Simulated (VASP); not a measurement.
Wanted: the native input for a VASP 6.6.1 run.

- Task: single point
- Functional: PBE
- Potentials or basis: VASP PAW PBE potentials, release 64 (Rh_pv, C)
- Cutoff: 520 eV
- k mesh: 14 × 14 × 14
- Occupations: fermi-dirac, width 0.1 eV
- Spin: no spin polarisation
- Dipole correction: no
- Further INCAR settings: ALGO = Normal; EDIFF = 1e-06; NBANDS = 16

The structure of RhC (zincblende type) lies in POSCAR:

```
RhC
1.0
    0.0000000000      1.8769521090      1.8769521090
    1.8769521090      0.0000000000      1.8769521090
    1.8769521090      1.8769521090      0.0000000000
Rh C
1 1
Direct
    0.0000000000      0.0000000000      0.0000000000
    0.2500000000      0.2500000000      0.2500000000
```

One way to write it, as run:

INCAR

```
SYSTEM = RhC
ALGO     = Normal         ! electronic algorithm
EDIFF    = 1E-6           ! SCF threshold, eV
ENCUT    = 520            ! plane-wave cutoff, eV
GGA      = PE             ! functional
ISIF     = 2              ! what is computed and relaxed
ISMEAR   = -1             ! smearing method
LASPH    = .TRUE.         ! aspherical terms in the spheres
LCHARG   = .FALSE.        ! write CHGCAR
LREAL    = .FALSE.        ! projectors in reciprocal space
LWAVE    = .FALSE.        ! write WAVECAR
NBANDS   = 16             ! bands
NELM     = 100            ! most SCF steps
PREC     = Accurate       ! precision mode
SIGMA    = 0.1            ! smearing width, eV
```

KPOINTS

```
k-points
0
G
  14 14 14
  0 0 0
```

Potentials or basis: VASP PAW PBE potentials, release 64 (Rh_pv, C).

Command:

```sh
$ cat potpaw_PBE.64/Rh_pv/POTCAR potpaw_PBE.64/C/POTCAR > POTCAR
$ mpirun -np 1 vasp_std > vasp.out
```

It gave:

- Pressure: 519.3 GPa
- Band gap on the k mesh: zero (an odd number of electrons rules out a gap without spin polarisation)

Caveat: the cell stands under pressure.

Wall time 35 s on 1 thread of Intel Xeon 8259CL, with other jobs on the host, peak memory 0.14 GiB.
